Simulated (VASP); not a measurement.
A run of VASP 6.6.1 is set up as follows.

Contents of INCAR:

```
SYSTEM = BeRe
ALGO = Normal
EDIFF = 1E-6
ENCUT = 600
GGA = PE
GGA_COMPAT = .False.
ISIF = 2
ISMEAR = 0
ISPIN = 2
LASPH = .True.
LCHARG = .False.
LMAXMIX = 4
LORBIT = 11
LREAL = .False.
LWAVE = .False.
MAGMOM = 0 1
NBANDS = 16
NELM = 200
PREC = Accurate
SIGMA = 0.1
```

File KPOINTS:

```
k-points
0
Gamma
  6 6 6
  0 0 0
```

The input POSCAR:

```
BeRe
1.0
    2.8320900844      0.0000000000      0.0000000000
    0.0000000000      2.8320900844      0.0000000000
    0.0000000000      0.0000000000      2.8320900844
Be Re
1 1
Direct
    0.5000000000      0.5000000000      0.5000000000
    0.0000000000      0.0000000000      0.0000000000
```

Potentials or basis: VASP PAW PBE potentials, release 64 (Be, Re).

Run with:

```sh
$ cat potpaw_PBE.64/Be/POTCAR potpaw_PBE.64/Re/POTCAR > POTCAR
$ mpirun -np 1 vasp_std > vasp.out
```

Q: Estimate the net moment.

A: 0.00 μB per cell.

Q: Estimate the pressure.

A: 0.3 GPa.

Caveat: the k points lie up to 0.37 Å⁻¹ apart.
